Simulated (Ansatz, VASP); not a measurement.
## AlN: VASP beside Ansatz

```
Al N
1.0
     0.00000    2.81735    4.84455
     1.43388    0.00000    4.84455
     1.43388    2.81735    0.00000
Al N
2 2
Direct
  0.56625 0.56625 0.93375
  0.31625 0.31625 0.68375
  0.68375 0.68375 0.31625
  0.93375 0.93375 0.56625
```

Alike in both runs: functional PBE; k mesh 10 × 10 × 10; occupations gaussian, width 0.02 eV; no spin polarisation.

Ansatz relaxed the structure, and its values are those at the end. VASP's run is a single point on that final structure, the one shown.

|  | VASP | Ansatz |
| --- | --- | --- |
| version | VASP 6.6.1 | Ansatz 0.2.0 |
| potentials or method | VASP PAW PBE potentials, release 64 (Al, N), cutoff 520 eV | scalar-relativistic, plane waves, PAW |
| valence electrons in the cell | 16 | 16 |

|  | VASP | Ansatz | Ansatz less VASP |
| --- | --- | --- | --- |
| gap on the k mesh at the Fermi level (eV) | 3.17 | 3.16 | -0.008 |
| least direct gap on the mesh (eV) | 3.17 | 3.16 | -0.008 |
| pressure (GPa) | -0.3 | 0.0 | +0.27 |
